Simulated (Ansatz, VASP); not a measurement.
CdS in VASP and in Ansatz

INCAR

```
SYSTEM = CdS
ALGO = Normal
EDIFF = 1E-6
ENCUT = 520
GGA = PE
ISIF = 2
ISMEAR = -1
LASPH = .True.
LCHARG = .False.
LREAL = .False.
LWAVE = .False.
NBANDS = 26
NELM = 100
PREC = Accurate
SIGMA = 0.02
```

Contents of KPOINTS:

```
k-points
0
Gamma
  12 12 4
  0 0 0
```

The input POSCAR:

```
CdS
1.0
    4.2478933084      0.0000000000      0.0000000000
   -2.1239466542      3.6787835176      0.0000000000
    0.0000000000      0.0000000000      6.9013306998
Cd S
2 2
Direct
    0.3333333333      0.6666666667     -0.0009631164
    0.6666666667      0.3333333333      0.4990368836
    0.3333333333      0.6666666667      0.3759631164
    0.6666666667      0.3333333333      0.8759631164
```

Input for Ansatz:

```yaml
crystal:
  lattice:
    - [4.2478933084, 0.0, 0.0]
    - [-2.1239466542, 3.6787835176, 0.0]
    - [0.0, 0.0, 6.9013306998]
  atoms:
    - { symbol: Cd, position: [0.3333333333, 0.6666666667, -0.0009631164] }
    - { symbol: Cd, position: [0.6666666667, 0.3333333333, 0.4990368836] }
    - { symbol: S, position: [0.3333333333, 0.6666666667, 0.3759631164] }
    - { symbol: S, position: [0.6666666667, 0.3333333333, 0.8759631164] }
kpoints:
  mp_grid: { grid: [12, 12, 4] }
  band_path:
    path:
      - [0.0, 0.0, 0.0]
      - [0.5, 0.0, 0.0]
      - [0.3333333333, 0.3333333333, 0.0]
      - [0.0, 0.0, 0.5]
      - [0.5, 0.0, 0.5]
      - [0.3333333333, 0.3333333333, 0.5]
    npoints: 1
hamiltonian:
  xc: pbe
scf:
  occupations: { method: fermi_dirac, width: 0.02 }
  n_extra_bands: 5
output:
  forces: true
  stress: true
  eigenvalues: true
```

Change from the starting cell: hydrostatic strain +2.0%.

Alike in both runs: task single point; functional PBE; k mesh 12 × 12 × 4; occupations fermi-dirac, width 0.02 eV; no spin polarisation.

|  | VASP | Ansatz |
| --- | --- | --- |
| version | VASP 6.6.1 | Ansatz 0.2.0 |
| potentials or method | VASP PAW PBE potentials, release 64 (Cd, S) | plane waves, PAW |
| plane-wave cutoff (eV) | 520 | 420 |
| valence electrons in the cell | 36 | 52 |

```tsv
	VASP	Ansatz	Ansatz less VASP
gap on the k mesh at the Fermi level (eV)	1.03	1.03	0.000
pressure (GPa)	-1.5	-1.7	-0.25
traceless stress, the component that is largest in VASP (GPa)	0.06	0.05	-0.002
```

VASP's potentials hold 36 valence electrons a cell and Ansatz's 52, so a difference there can come from the potentials and not from the codes.
